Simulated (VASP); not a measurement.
# Li7ZnCl9 in VASP: notebook, part 3 of 3

VASP 6.6.1. Earlier steps stand in the parts before.

## Step 4: Single point, PBE

Input file INCAR:

```
ALGO = Normal
EDIFF = 1E-6
ENCUT = 520
GGA = PE
ISIF = 2
ISMEAR = -1
ISYM = 0
LASPH = T
LCHARG = F
LREAL = Auto
LWAVE = F
NBANDS = 62
NELM = 100
PREC = Accurate
SIGMA = 0.1379
```

Input file KPOINTS:

```
k-points
0
Gamma
  1 1 1
```

Input file POSCAR:

```
Li7ZnCl9
1.0
    7.3415680000      0.2514770000      0.2701260000
    0.2514770000      7.2254430000      0.1537620000
    0.2701260000      0.1537620000      6.8830560000
Li Cl Zn
7 9 1
Direct
    0.7056461814     -0.1132969005      0.4916007334
    0.9538104872      0.6096117004      0.8053875886
   -0.1118802547      0.3358322692      0.4057269800
    0.4259108465      0.3210041536      0.9730362743
    0.4330752363      0.8187355337      0.9983065234
   -0.0761865780      0.8046244448      0.1419278460
    0.4981060183      0.5267031691      0.4697328746
    0.1846890502      0.9023895760      0.7320567288
    0.9891687279      0.0806533743      0.2669089695
    0.1200093251      0.5766945456      0.0577766118
    0.4307930072      0.7511812269      0.3421738077
    0.1907703289      0.4038669349      0.5579670696
    0.6952021527      0.5868622886      0.9224426917
    0.8113115787      0.6320494736      0.4993779591
    0.5256958262      0.2029748745      0.3371457484
    0.6789641156      0.0294696017      0.8975768662
    0.2787150687      0.0772233121      0.4727626511
```

Potentials or basis: VASP PAW PBE potentials, release 64 (Li_sv, Cl, Zn).

Run with:

```bash
> cat potpaw_PBE.64/Li_sv/POTCAR potpaw_PBE.64/Cl/POTCAR potpaw_PBE.64/Zn/POTCAR > POTCAR
> mpirun -np 1 vasp_gam > vasp.out
```

OUTCAR:

```text
EDIFF = 1E-6
   ENCUT = 520
   GGA = PE
   ISIF = 2
   ISMEAR = -1
   ISYM = 0
   LASPH = T
   LREAL = Auto
   NELM = 100
   PREC = Accurate

 ion  position               nearest neighbor table
   1  0.706  0.887  0.492-  14 1.95  11 2.61
   2  0.954  0.610  0.805-  13 2.02  10 2.20  14 2.42
   3  0.888  0.336  0.406-   9 2.17  14 2.29  12 2.62
   4  0.426  0.321  0.973-
   5  0.433  0.819  0.998-  11 2.40  16 2.48  13 2.50
   6  0.924  0.805  0.142-  10 2.18   9 2.30
   7  0.498  0.527  0.470-  11 1.87  14 2.50  12 2.51  15 2.54
   8  0.185  0.902  0.732-  17 2.24
   9  0.989  0.081  0.267-   3 2.17   6 2.30  17 2.64
  10  0.120  0.577  0.058-   6 2.18   2 2.20
  11  0.431  0.751  0.342-   7 1.87   5 2.40   1 2.61  17 2.70
  12  0.191  0.404  0.558-  17 2.49   7 2.51   3 2.62
  13  0.695  0.587  0.922-   2 2.02   5 2.50
  14  0.811  0.632  0.499-   1 1.95   3 2.29   2 2.42   7 2.50
  15  0.526  0.203  0.337-  17 2.21   7 2.54
  16  0.679  0.029  0.898-   5 2.48
  17  0.279  0.077  0.473-  15 2.21   8 2.24  12 2.49   9 2.64  11 2.70

IMPORTANT INFORMATION: All symmetrisations will be switched off!
NOSYMM: (Re-)initialisation of all symmetry stuff for point group C_1.

----------------------------------------------------------------------------------------

                                     Primitive cell

  volume of cell :     364.0039

  direct lattice vectors                    reciprocal lattice vectors
     7.341568000  0.251477000  0.270126000     0.136563041 -0.004641145 -0.005255746
     0.251477000  7.225443000  0.153762000    -0.004641145  0.138623375 -0.002914594
     0.270126000  0.153762000  6.883056000    -0.005255746 -0.002914594  0.145555676

  length of vectors
     7.350838689  7.231452826  6.890070443     0.136742924  0.138731666  0.145679691

  position of ions in fractional coordinates (direct lattice)
[... 107 lines left out ...]
  Fermi-wavevector in a.u.,A,eV,Ry     =   1.049856  1.983941 14.996319  1.102198
  Thomas-Fermi vector in A             =   2.184836
   LORBIT       =      0    0 simple, 1 ext, 2 COOP (PROOUT), +10 PAW based schemes
   GGA     = PE    functional components
   LHFCALC =     F    Hartree Fock is set to
   AEXX    =    0.0000 exact exchange contribution
   IVDW    =     0    specifies the selected vdW correction
   LEPSILON=     F    determine dielectric tensor
   LRPA    =     F    only Hartree local field effects (RPA)
 non-spin polarized calculation
  energy-cutoff  :      520.00
  volume of cell :      364.00
 maximum number of plane-waves:      4901
 NGX is ok and might be reduce to    54
   NGX = 27   NGY = 27   NGZ = 25

 number of electron      96.0000016 magnetization

 Free energy of the ion-electron system (eV)
  ---------------------------------------------------
  ext. energy  EPLUGINS =         0.00000000
  ---------------------------------------------------
  free energy    TOTEN  =       -54.25139558 eV

  energy without entropy =      -54.25136404  energy(sigma->0) =      -54.25137981

 E-fermi :   1.9206     XC(G=0):  -7.7788

 val. band max:        0.1973301375   @ k =   0.0000   0.0000   0.0000
 cond. band min:       3.6277394541   @ k =   0.0000   0.0000   0.0000
 fundamental gap:      3.4304093167
 Fermi energy:         1.9205976070

 k-point     1 :       0.0000    0.0000    0.0000
  band No.  band energies     occupation
      1     -45.7944      2.00000
      2     -44.8354      2.00000
      3     -44.8001      2.00000
      4     -44.4644      2.00000
      5     -44.3644      2.00000
      6     -44.2982      2.00000
[... 52 lines left out ...]
     59       7.6745      0.00000
     60       7.7567      0.00000
 [bands above 60 left out]

------------------------ aborting loop because EDIFF is reached ----------------------------------------

  FORCE on cell =-STRESS in cart. coord.  units (eV):
  Direction    XX          YY          ZZ          XY          YZ          ZX
  --------------------------------------------------------------------------------------
  -------------------------------------------------------------------------------------
  Total        4.7266635     12.1253036      7.0615809     -5.2026919     -1.3188953     -3.2386854
  in kB       20.8045906     53.3699889     31.0818191    -22.8998478     -5.8051681    -14.2551980
  external PRESSURE =      35.0854662 kB  Pullay stress =       0.0000000 kB

 VOLUME and BASIS-vectors are now :
 -----------------------------------------------------------------------------
  energy-cutoff  :      520.00
  volume of cell :      364.00
      direct lattice vectors                 reciprocal lattice vectors
     7.341568000  0.251477000  0.270126000     0.136563041 -0.004641145 -0.005255746
     0.251477000  7.225443000  0.153762000    -0.004641145  0.138623375 -0.002914594
     0.270126000  0.153762000  6.883056000    -0.005255746 -0.002914594  0.145555676

 POSITION                                       TOTAL-FORCE (eV/Angst)
 -----------------------------------------------------------------------------------
      5.53633      6.65987      3.71067        -0.946267      2.139310      0.216159
      7.37332      4.76841      5.89491         1.164395     -0.074038     -0.962164
      6.71424      2.71226      3.08418         0.356268      0.431550      0.053107
      3.47042      2.57612      6.86187         0.443100      0.096458      0.086931
      3.65501      6.17814      7.11428         0.306818     -0.134203     -0.265913
      7.02292      6.06791      1.35016        -0.371254      0.115517     -0.091040
[... 9 lines left out ...]
      5.23453      0.52169      6.36601        -0.688930      0.413420     -0.396813
      2.19333      0.70076      3.34121        -1.036395     -0.065686      0.312926
 -----------------------------------------------------------------------------------
    total drift:                                0.003069      0.000020     -0.002353

  FREE ENERGIE OF THE ION-ELECTRON SYSTEM (eV)
  ---------------------------------------------------
  free  energy   TOTEN  =       -54.2513955808 eV

  energy  without entropy=      -54.2513640380  energy(sigma->0) =      -54.25137981
```

Run time: 30 s. Hardware: 1 thread of AMD EPYC 9R45 (Zen 5), shared host; peak memory 0.33 GiB.

What came out:

```
Free energy            : -54.2514 eV
Largest force          : 3.989 eV/Å
Band gap on the k mesh : 3.43 eV
```

Forces on the atoms (eV/Å):
```
Li  -0.946  2.139  0.216
Li   1.164 -0.074 -0.962
Li   0.356  0.432  0.053
Li   0.443  0.096  0.087
Li   0.307 -0.134 -0.266
Li  -0.371  0.116 -0.091
Li   0.475 -2.693  1.329
Cl   0.256  0.315  0.327
Cl   0.596 -0.520  0.185
Cl   0.894 -0.544  0.325
Cl  -1.004  3.452 -1.729
Cl  -0.015 -0.617  0.458
Cl  -2.317 -1.017  1.225
Cl   1.001 -1.664 -0.836
Cl   0.887  0.366 -0.237
Cl  -0.689  0.413 -0.397
Zn  -1.036 -0.066  0.313
```

Levels at points of the mesh, in eV from the valence-band top:
| k point | band 46 | band 47 | band 48 | band 49 | band 50 | band 51 |
| --- | --- | --- | --- | --- | --- | --- |
| (0.00, 0.00, 0.00) | -0.59 | -0.33 | 0.00 | 3.43 | 4.74 | 5.47 |

Caveat: the k points lie up to 0.92 Å⁻¹ apart; the cutoff is under 1.25 times the usual one of these potentials, so pressure, stress and relaxed cells hold a basis-set (Pulay) error.

## Step 5: Single point, PBE

Input file INCAR:

```
PREC = Accurate ; ENCUT = 520
EDIFF = 1E-7 ; ISMEAR = -1
SIGMA = 0.0991 ; LREAL = Auto
LASPH = T ; NELM = 100
ALGO = Normal ; ISIF = 2
LWAVE = F ; LCHARG = F
GGA = PE ; ISYM = 0
NBANDS = 62
```

Input file KPOINTS:

```
Automatic mesh
0
Gamma
  1 1 1
```

Input file POSCAR:

```
Li7ZnCl9
1.0
    7.3415680000      0.2514770000      0.2701260000
    0.2514770000      7.2254430000      0.1537620000
    0.2701260000      0.1537620000      6.8830560000
Li Cl Zn
7 9 1
Direct
    0.6928948426      1.0345251877      0.5598724499
    0.9999409596      0.5684366593      0.7363663743
    0.8735344668      0.3908923516      0.1858831657
    0.3788029333      0.4361877086      1.1632805812
    0.4624045653      0.8936990447      0.9669253820
    0.8230403611      0.8172582673      0.1097101540
    0.5521735690      0.6968844605      0.6092148915
    0.2227083102      0.8862743548      0.7498026135
    1.0207875314      0.1208362388      0.2472786398
    0.0809332391      0.5446628822      0.0628148854
    0.4325674871      0.8576045827      0.3378480836
    0.2026096421      0.3557480654      0.5994131580
    0.6172266802      0.5634951522      0.9446194952
    0.8357431102      0.6600584664      0.4547677873
    0.5690458044      0.2499653611      0.3316007830
    0.6356362848      0.1108113856      0.8737902950
    0.2069902165      0.0851651301      0.5019701133
```

Run with:

```bash
> cat potpaw_PBE.64/Li_sv/POTCAR potpaw_PBE.64/Cl/POTCAR potpaw_PBE.64/Zn/POTCAR > POTCAR
> mpirun -np 1 vasp_gam > vasp.out
```

Wall time 30 s (1 thread of AMD EPYC 9R45 (Zen 5), shared host); peak memory 0.33 GiB.

Results (log left out):

```yaml
Free_energy: -55.7664 eV
Largest_force: 1.722 eV/Å
Band_gap_on_the_k_mesh: 4.09 eV
```

Forces in eV/Å, atoms in the order of the input:
```
Li   0.054  0.454 -0.469
Li  -0.037  0.052 -0.056
Li  -1.312 -0.429  0.566
Li  -0.065  0.158 -0.128
Li  -0.537 -0.381  0.500
Li   0.177  0.049  0.259
Li  -0.360 -0.667  0.001
Cl  -0.256 -0.767  1.107
Cl  -0.029 -1.147  0.123
Cl   0.789  0.976 -0.677
Cl  -0.145 -0.400 -0.461
Cl   0.168  1.563  0.587
Cl  -0.004  1.073 -0.166
Cl  -0.033  0.535  0.393
Cl   0.650  0.726  0.243
Cl   0.715 -0.759 -0.467
Zn   0.224 -1.036 -1.357
```

Levels at points of the mesh, in eV from the valence-band top:
```tsv
k point	band 44	band 45	band 46	band 47	band 48	band 49	band 50	band 51	band 52	band 53
(0.00, 0.00, 0.00)	-0.85	-0.77	-0.61	-0.27	0.00	4.09	5.25	5.75	6.09	6.52
```

Caveat: the k points lie up to 0.92 Å⁻¹ apart; the cutoff is under 1.25 times the usual one of these potentials, so pressure, stress and relaxed cells hold a basis-set (Pulay) error.

## Step 6: Single point, PBE

Input file INCAR:

```
PREC = Accurate
ENCUT = 520
EDIFF = 1E-6
ISMEAR = -1
SIGMA = 0.0991
LREAL = Auto
LASPH = True
NELM = 60
ALGO = Normal
ISIF = 2
LWAVE = False
LCHARG = False
GGA = PE
NBANDS = 62
ISYM = 0
```

Input file KPOINTS:

```
regular mesh
0
Gamma
  1 1 1
```

Input file POSCAR:

```
Li7ZnCl9
1.0
    7.3415680000      0.2514770000      0.2701260000
    0.2514770000      7.2254430000      0.1537620000
    0.2701260000      0.1537620000      6.8830560000
Li Cl Zn
7 9 1
Direct
    0.6597111576      1.0170947741      0.5343940740
    0.8862687139      0.5117786483      0.8137143834
    0.8402363727      0.4758885223      0.3903271655
    0.3270514450      0.5530463347      1.1878573109
    0.4595802863      0.9459480039      0.8578956148
    0.8356652170      0.8677829273      0.0282406622
    0.4975397206      0.5605710787      0.6176287183
    0.1702844574      0.8785037679      0.7630719907
    1.0023627985      0.1268528755      0.2220547958
    0.0974135854      0.6150154208      0.0729559743
    0.4527160354      0.8555992061      0.3389526372
    0.1435727103      0.3430807405      0.6208779207
    0.5790029412      0.6309702563      0.8817552847
    0.8646668440      0.7367179428      0.5256804216
    0.6153643378      0.3005315761      0.3418741264
    0.6913739738      0.1298023885      0.8679751028
    0.1736000709      0.0457640032      0.4969002639
```

Potentials or basis: VASP PAW PBE potentials, release 64 (Li_sv, Cl, Zn).

Run with:

```bash
> cat potpaw_PBE.64/Li_sv/POTCAR potpaw_PBE.64/Cl/POTCAR potpaw_PBE.64/Zn/POTCAR > POTCAR
> mpirun -np 1 vasp_gam > vasp.out
```

Wall time 29 s (1 thread of AMD EPYC 9R45 (Zen 5), shared host); peak memory 0.33 GiB.

Results (log left out):

```
Free energy            : -55.3041 eV
Largest force          : 2.751 eV/Å
Band gap on the k mesh : 3.99 eV
```

Forces in eV/Å, atoms in the order of the input:
```
Li   0.506  0.173 -0.424
Li   0.508 -0.135  0.026
Li   0.796 -0.504 -0.602
Li   2.057 -0.394  0.892
Li  -0.493 -0.147  0.578
Li   0.501  0.390  0.193
Li  -0.618 -0.388 -1.315
Cl   0.662  0.311  0.332
Cl   0.756 -0.615  0.620
Cl  -2.700 -0.284 -0.447
Cl  -0.455 -0.030  0.178
Cl   0.171  0.336 -0.142
Cl   0.169  0.214  1.523
Cl  -0.356  0.077  0.085
Cl  -0.933  1.028  0.630
Cl  -0.077 -0.509 -0.558
Zn  -0.494  0.477 -1.570
```

Levels at points of the mesh, in eV from the valence-band top:
```
           k point  band 44  band 45  band 46  band 47  band 48  band 49  band 50  band 51  band 52  band 53
(0.00, 0.00, 0.00)    -0.60    -0.50    -0.41    -0.03     0.00     3.99     5.53     5.66     6.10     6.37
```

Caveat: the k points lie up to 0.92 Å⁻¹ apart; the cutoff is under 1.25 times the usual one of these potentials, so pressure, stress and relaxed cells hold a basis-set (Pulay) error.
